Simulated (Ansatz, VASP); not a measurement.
**Two plane-wave programs on Ge**

File POSCAR:

```
Ge
1.0
    0.0000000000      2.9702085000      2.9702085000
    2.9702085000      0.0000000000      2.9702085000
    2.9702085000      2.9702085000      0.0000000000
Ge
2
Direct
    0.5000000000      0.5000000000      0.5000000000
    0.7500000000      0.7500000000      0.7500000000
```

The input INCAR.step1:

```
SYSTEM = Ge
ALGO = Normal
EDIFF = 1E-4
ENCUT = 520
GGA = PE
ISMEAR = 0
LASPH = .True.
LCHARG = .False.
LREAL = .False.
LWAVE = .True.
NBANDS = 21
NELM = 60
PREC = Accurate
SIGMA = 0.05
```

The input INCAR.step2:

```
SYSTEM = Ge
ALGO = Normal
EDIFF = 1E-6
ENCUT = 520
ISIF = 2
ISMEAR = 0
ISTART = 1
LASPH = .True.
LCHARG = .False.
LMIXTAU = .True.
LREAL = .False.
LWAVE = .False.
METAGGA = R2SCAN
NBANDS = 21
NELM = 60
PREC = Accurate
SIGMA = 0.05
```

Contents of KPOINTS:

```
k-points
0
Gamma
  10 10 10
  0 0 0
```

Input for Ansatz:

```yaml
crystal:
  lattice:
    - [0.0, 2.9702085, 2.9702085]
    - [2.9702085, 0.0, 2.9702085]
    - [2.9702085, 2.9702085, 0.0]
  atoms:
    - { symbol: Ge, position: [0.5, 0.5, 0.5] }
    - { symbol: Ge, position: [0.75, 0.75, 0.75] }
basis:
  ecutwfc: 500
kpoints:
  mp_grid: { grid: [10, 10, 10] }
hamiltonian:
  xc: r2scan
scf:
  occupations: { method: gaussian, width: 0.05 }
output:
  forces: true
  stress: true
  eigenvalues: true
  write_density: true
  write_potential: true
  elf: true
  volumetric_format: npy
```

Change from the starting cell: strain +0.050 along x and y, +0.050 along z, atoms carried along.

Alike in both runs: task single point; functional r2SCAN; k mesh 10 × 10 × 10; occupations gaussian, width 0.05 eV; no spin polarisation.

|  | VASP | Ansatz |
| --- | --- | --- |
| version | VASP 6.6.1 | Ansatz 0.2.0 |
| potentials or method | VASP PAW PBE potentials, release 64 (Ge_d), cutoff 520 eV | scalar-relativistic, plane waves, PAW |
| valence electrons in the cell | 28 | 28 |

```tsv
	VASP	Ansatz	Ansatz less VASP
gap on the k mesh at the Fermi level (eV)	none	none	-
pressure (GPa)	-7.0	-7.0	+0.01
```

VASP's potentials were made for PBE, not for r2SCAN. A gap of «none» marks a metal or a gap that the smearing closes. The functional is the same, so the differences come from potentials, cutoffs and numerics.
